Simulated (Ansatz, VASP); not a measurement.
# One calculation of ZrC, two programs

Contents of INCAR:

```
SYSTEM = ZrC
  PREC = Accurate
  ENCUT = 520
  EDIFF = 1E-6
  ISMEAR = -1
  SIGMA = 0.05
  LREAL = .FALSE.
  LASPH = .TRUE.
  NELM = 80
  ALGO = Normal
  ISIF = 2
  LWAVE = .FALSE.
  LCHARG = .TRUE.
  GGA = PE
  LELF = .TRUE.
  LVHAR = .TRUE.
  NBANDS = 15
```

Contents of KPOINTS:

```
Automatic mesh
0
G
  15 15 15
  0 0 0
```

The input POSCAR:

```
ZrC
1.0
    0.0000000000      2.3502100000      2.3032058000
    2.3502100000      0.0000000000      2.3032058000
    2.3502100000      2.3502100000      0.0000000000
Zr C
1 1
Direct
    0.5000000000      0.5000000000      0.5000000000
    0.0000000000      0.0000000000      0.0000000000
```

Input for Ansatz:

```yaml
crystal:
  lattice:
    - [0.0, 2.35021, 2.3032058]
    - [2.35021, 0.0, 2.3032058]
    - [2.35021, 2.35021, 0.0]
  atoms:
    - { symbol: Zr, position: [0.5, 0.5, 0.5] }
    - { symbol: C, position: [0.0, 0.0, 0.0] }
kpoints:
  mp_grid: { grid: [15, 15, 15] }
  band_path:
    path:
      - [0.0, 0.0, 0.0]
      - [0.0, 0.5, 0.5]
      - [0.25, 0.75, 0.5]
      - [0.0, 0.5, 0.0]
      - [0.0, 0.0, 0.0]
      - [0.5, 0.5, 0.0]
      - [0.3801541025, 0.6198458975, 0.0]
      - [-0.3801541025, 0.3801541025, 0.0]
      - [0.0, 0.0, 0.0]
    npoints: 5
scf:
  occupations: { method: fermi_dirac, width: 0.05 }
hamiltonian:
  xc: pbe
  pseudopotentials: { kind: all_electron, lapw: { basis_error: 0.00025 } }
output:
  forces: true
  stress: true
  eigenvalues: true
```

Change from the starting cell: zz strain of -2 %.

Alike in both runs: task single point; functional PBE; k mesh 15 × 15 × 15; occupations fermi-dirac, width 0.05 eV; no spin polarisation.

```csv
,VASP,Ansatz
version,VASP 6.6.1,Ansatz 0.2.0
potentials or method,"VASP PAW PBE potentials, release 64 (Zr_sv, C), cutoff 520 eV","all-electron LAPW, scalar-relativistic"
```

|  | VASP | Ansatz | Ansatz less VASP |
| --- | --- | --- | --- |
| pressure (GPa) | 6.4 | 6.2 | -0.20 |
| traceless stress, the component that is largest in VASP (GPa) | 5.51 | 5.48 | -0.027 |

Ansatz ran all-electron here, and VASP with PAW potentials.
